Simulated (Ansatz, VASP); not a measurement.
## Two plane-wave programs on ZrO2

```xyz
6
Lattice="3.4581 0.0000 0.0000 0.0000 3.4581 0.0000 0.0000 0.0000 5.0447" Properties=species:S:1:pos:R:3 pbc="T T T"
Zr    0.0000    0.0000    0.0000
Zr    1.7290    1.7290    2.5224
O     0.0000    1.7290    1.4563
O     0.0000    1.7290    3.9787
O     1.7290    0.0000    3.5884
O     1.7290    0.0000    1.0660
```

Change from the starting cell: equal strain along all axes, cell held, atoms relaxed: -4.5 %.

Alike in both runs: task relaxation of the atoms; functional PBE; k mesh 6 × 6 × 4; occupations gaussian, width 0.02 eV; no spin polarisation.

|  | VASP | Ansatz |
| --- | --- | --- |
| version | VASP 6.6.1 | Ansatz 0.2.0 |
| potentials or method | VASP PAW PBE potentials, release 64 (Zr_sv, O), cutoff 520 eV | scalar-relativistic, plane waves, PAW |
| valence electrons in the cell | 48 | 48 |

```tsv
	VASP	Ansatz	Ansatz less VASP
gap on the k mesh at the Fermi level, each at its own relaxed structure (eV)	4.03	4.06	+0.029
```

Ansatz's warnings: stress scf threshold loose.
